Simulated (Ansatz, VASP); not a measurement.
Two plane-wave programs on Mo

Contents of INCAR:

```
PREC = Accurate ; ENCUT = 520
EDIFF = 1E-7 ; ISMEAR = -1
SIGMA = 0.1 ; LREAL = False
LASPH = True ; NELM = 100
ALGO = Normal ; ISIF = 2
LWAVE = False ; LCHARG = True
GGA = PS ; LELF = True
LVHAR = True ; NBANDS = 21
```

The input KPOINTS:

```
regular mesh
0
Gamma
  11 11 11
```

POSCAR

```
Mo
1.0
    0.0000000000      2.6892713148      2.6892713148
    2.6892713148      0.0000000000      2.6892713148
    2.6892713148      2.6892713148      0.0000000000
Mo
2
Direct
    0.1250000000      0.1250000000      0.1250000000
    0.8750000000      0.8750000000      0.8750000000
```

Input for Ansatz:

```yaml
crystal:
  lattice:
    - [0.0, 2.6892713148, 2.6892713148]
    - [2.6892713148, 0.0, 2.6892713148]
    - [2.6892713148, 2.6892713148, 0.0]
  atoms:
    - { symbol: Mo, position: [0.125, 0.125, 0.125] }
    - { symbol: Mo, position: [0.875, 0.875, 0.875] }
hamiltonian:
  xc: pbesol
  pseudopotentials:
    kind: paw
    azcp:
      Mo: "pseudopotentials/Mo.paw.azcp"
basis:
  ecutwfc: 420
  fft_grid_basis: typed
kpoints:
  mp_grid: { grid: [11, 11, 11], shift: [0, 0, 0] }
magnetization:
  spin_polarized: false
scf:
  occupations: { method: fermi_dirac, width: 0.1 }
  lower_state_search: "off"
output:
  stress: true
```

Alike in both runs: task single point; functional PBEsol; k mesh 11 × 11 × 11; occupations fermi-dirac, width 0.1 eV; no spin polarisation.

```csv
,VASP,Ansatz
version,VASP 6.6.1,Ansatz 0.2.0
potentials or method,"VASP PAW PBE potentials, release 64 (Mo_sv), cutoff 520 eV","plane waves (420 eV) with PAW, scalar-relativistic"
valence electrons in the cell,28,28
```

```tsv
	VASP	Ansatz	Ansatz less VASP
pressure (GPa)	20.5	19.5	-1.05
```

VASP's potentials were made for PBE, not for PBEsol, and Ansatz warns of the same on its side.
